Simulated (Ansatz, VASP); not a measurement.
## Al6H in VASP and in Ansatz

```
Al H
1.0
     5.71430    0.00000    0.00000
    -2.85715    4.94873    0.00000
     0.00000    0.00000   22.60164
Al H
12 2
Cartesian
  1.4286 0.8248 4.0000
  0.0000 3.2992 4.0000
  4.2857 0.8248 4.0000
  2.8572 3.2992 4.0000
  0.0000 1.6496 6.3009
  -1.4286 4.1239 6.3009
  2.8572 1.6496 6.3009
  1.4286 4.1239 6.3009
  0.0000 0.0000 8.6016
  -1.4286 2.4744 8.6016
  2.8572 0.0000 8.6016
  1.4286 2.4744 8.6016
  -0.3750 0.0000 11.2016
  0.3750 0.0000 11.2016
```

Alike in both runs: task single point; functional PBE; k mesh 6 × 6 × 1; occupations gaussian, width 0.1 eV; no spin polarisation.

```csv
,VASP,Ansatz
version,VASP 6.6.1,Ansatz 0.2.0
potentials or method,"VASP PAW PBE potentials, release 64 (Al, H), cutoff 520 eV","scalar-relativistic, plane waves, PAW"
valence electrons in the cell,38,38
```

Ansatz gave:

```
gap on the k mesh at the Fermi level (eV) : none
rms of the force components (eV/Å)        : 0.058
```

Problem. Estimate VASP's values.

Solution. gap on the k mesh at the Fermi level (eV): none; rms of the force components (eV/Å): 0.056.

Atom by atom the forces differ by 0.003 eV/Å (rms over components). A gap of «none» marks a metal or a gap that the smearing closes. Ansatz's warnings: xc potential rough in thin density.
